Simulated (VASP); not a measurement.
# TiSi16 (a cell with a defect): single point with PBE

TiSi16 (a cell with a defect):

```
Si Ti
1.0
     0.00000    5.43000    5.43000
     5.43000    0.00000    5.43000
     5.43000    5.43000    0.00000
Si Ti
16 1
Cartesian
  0.0464 0.0183 0.0185
  1.3919 1.3572 1.3573
  2.7108 2.7081 0.0013
  4.0767 4.0980 1.3052
  2.7105 0.0011 2.7082
  4.0760 1.3051 4.0987
  5.4463 2.6722 2.6724
  6.8084 4.0694 4.0698
  0.0387 2.6933 2.6936
  1.3468 4.0702 4.0716
  2.6783 5.4912 2.6409
  4.0725 6.8271 4.0465
  2.6769 2.6396 5.4924
  4.0719 4.0456 6.8273
  5.4493 5.4668 5.4668
  6.7420 6.7853 6.7877
  4.0503 4.0677 4.0690
```

```yaml
Program: VASP 6.6.1
Task: single point
Functional: PBE
Potentials_or_basis: VASP PAW PBE potentials, release 64 (Si, Ti_sv)
Cutoff: 520 eV
k_mesh: 2 × 2 × 2
Occupations: gaussian, width 0.02 eV
Spin: no spin polarisation
Dipole_correction: no
Further_INCAR_settings: LREAL = Auto; ALGO = Normal; EDIFF = 1e-06; NBANDS = 52
```

```yaml
Pressure: 4.0 GPa
Largest_force: 0.010 eV/Å
Band_gap_on_the_k_mesh: zero (bands 38 and 39 overlap by 0.39 eV)
```

Forces on the atoms (eV/Å):
```
Si   0.003  0.004  0.004
Si  -0.001  0.002  0.003
Si   0.001  0.004  0.002
Si  -0.004 -0.004  0.008
Si   0.001  0.001  0.005
Si  -0.004  0.007 -0.005
Si  -0.001 -0.001  0.000
Si   0.002  0.000  0.000
Si  -0.003  0.001  0.001
Si   0.002 -0.007 -0.008
Si   0.001  0.002  0.002
Si  -0.002  0.002 -0.009
Si   0.002  0.003  0.003
Si  -0.002 -0.008  0.001
Si   0.002 -0.005 -0.002
Si  -0.002 -0.003 -0.003
Ti   0.005  0.002  0.000
```

Stress tensor (GPa, compression positive):
```
 4.15 -0.04 -0.04
-0.04  3.93 -0.13
-0.04 -0.13  3.93
```

Levels at points of the mesh, in eV from the Fermi level:
```tsv
k point	band 36	band 37	band 38	band 39	band 40	band 41
(0.00, 0.00, 0.00)	-0.96	-0.42	-0.38	-0.34	-0.12	-0.04
(0.50, 0.00, 0.00)	-1.34	-0.27	0.00	0.09	0.46	0.49
(0.00, 0.50, 0.00)	-1.33	-0.24	0.05	0.08	0.46	0.46
(0.00, 0.00, 0.50)	-1.33	-0.24	0.05	0.08	0.46	0.46
(0.50, 0.50, 0.50)	-1.34	-0.27	-0.02	0.09	0.46	0.49
(0.50, 0.50, 0.00)	-1.85	-0.67	-0.02	0.58	0.59	1.13
(0.00, 0.50, 0.50)	-1.87	-0.69	-0.02	0.57	0.64	1.12
(0.50, 0.00, 0.50)	-1.85	-0.67	-0.02	0.58	0.59	1.13
```

It took 3.5 min on 1 thread of Intel(R) Xeon(R) Platinum 8488C (Sapphire Rapids) (shared host), peak memory 0.5 GiB.

Caveat: the k points lie up to 0.50 Å⁻¹ apart.
